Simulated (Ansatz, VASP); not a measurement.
# One calculation of Si2WC3, two programs

```
Si W C
1.0
     3.91937    0.00000    0.00000
     0.00000    3.91937    0.00000
     0.00000    0.00000    4.44302
Si W C
2 1 3
Direct
  0.50000 0.00000 0.81462
  0.00000 0.50000 0.81462
  0.00000 0.00000 0.22535
  0.50000 0.50000 0.76564
  0.50000 0.00000 0.38862
  0.00000 0.50000 0.38862
```

Alike in both runs: functional PBE; k mesh 4 × 4 × 4; occupations gaussian, width 0.2 eV; no spin polarisation.

Ansatz relaxed the structure, and its values are those at the end. VASP's run is a single point on that final structure, the one shown.

|  | VASP | Ansatz |
| --- | --- | --- |
| version | VASP 6.6.1 | Ansatz 0.2.0 |
| potentials or method | VASP PAW PBE potentials, release 64 (Si, W_sv, C), cutoff 600 eV | scalar-relativistic, plane waves, PAW |
| valence electrons in the cell | 34 | 34 |

VASP gave:

```
gap on the k mesh at the Fermi level (eV) : none
pressure (GPa)                            : 0.4
rms of the force components (eV/Å)        : 0.006
```

Q: Estimate Ansatz's values.

A: gap on the k mesh at the Fermi level (eV): none; pressure (GPa): 0.2; rms of the force components (eV/Å): 0.011.

A gap of «none» marks a metal or a gap that the smearing closes.

The k mesh is coarse, so the values compare programs but aren't converged. Spin-orbit coupling is off throughout.
